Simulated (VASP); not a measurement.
Write the native input for VASP 6.6.1 that does the following.

```
Task                   : relaxation of cell and atoms
Functional             : PBEsol
Potentials or basis    : VASP PAW PBE potentials, release 64 (Mo_sv)
Cutoff                 : 600 eV
k mesh                 : 11 × 11 × 10
Occupations            : fermi-dirac, width 0.05 eV
Spin                   : no spin polarisation
Target pressure        : 10 GPa
Dipole correction      : no
Further INCAR settings : ALGO = Fast; EDIFF = 1e-07; IBRION = 2; EDIFFG = -0.01; NSW = 60; ISIF = 3
```

The structure of Mo lies in POSCAR:

```
Mo
1.0
    2.8244807000     -0.0180516400     -0.0483609000
   -1.4278735300      2.3175461800      0.0145522700
   -0.0451728600     -0.0103847700      2.5373308300
Mo
1
Direct
    0.0000000000      0.0000000000      0.5000000000
```

These files were run (other wordings do the same):

INCAR

```
  ALGO = Fast
  EDIFF = 1E-7
  EDIFFG = -0.01
  ENCUT = 600
  GGA = PS
  IBRION = 2
  ISIF = 3
  ISMEAR = -1
  LASPH = T
  LCHARG = F
  LREAL = F
  LWAVE = F
  NELM = 100
  NSW = 60
  PREC = Accurate
  PSTRESS = 100.0
  SIGMA = 0.05
```

KPOINTS

```
k-points
0
Gamma
  11 11 10
```

Potentials or basis: VASP PAW PBE potentials, release 64 (Mo_sv).

The run is started by

```sh
$ cat potpaw_PBE.64/Mo_sv/POTCAR > POTCAR
$ mpirun -np 1 vasp_std > vasp.out
```

It gave:

| Quantity | Value |
| --- | --- |
| Relaxed volume | 14.71 Å³/atom |
| Relaxed cell | a = 4.238 Å, b = 3.070 Å, c = 2.610 Å, α = 56.43°, β = 143.22°, γ = 133.65° |
| Space group after relaxing (to 0.1 Å) | Fmmm (No. 69) |
| Energy change on relaxing (the run minimises the enthalpy) | -775.7 meV/atom |
| Ionic steps | 41 |
| Pressure after relaxing | 10.0 GPa |
| Band gap on the k mesh | zero (bands 7 and 8 overlap by 5.26 eV) |

Caveat: the cell is relaxed towards a set pressure, so the run minimises the enthalpy, not the energy; a cell axis changed by over 15 % at a fixed basis, so the end point is rough; the PAW data sets were made with another functional, which shifts forces and pressure a little.

Wall time 47 min on 1 thread of Intel Xeon 8259CL, on a shared host, peak memory 0.38 GiB.
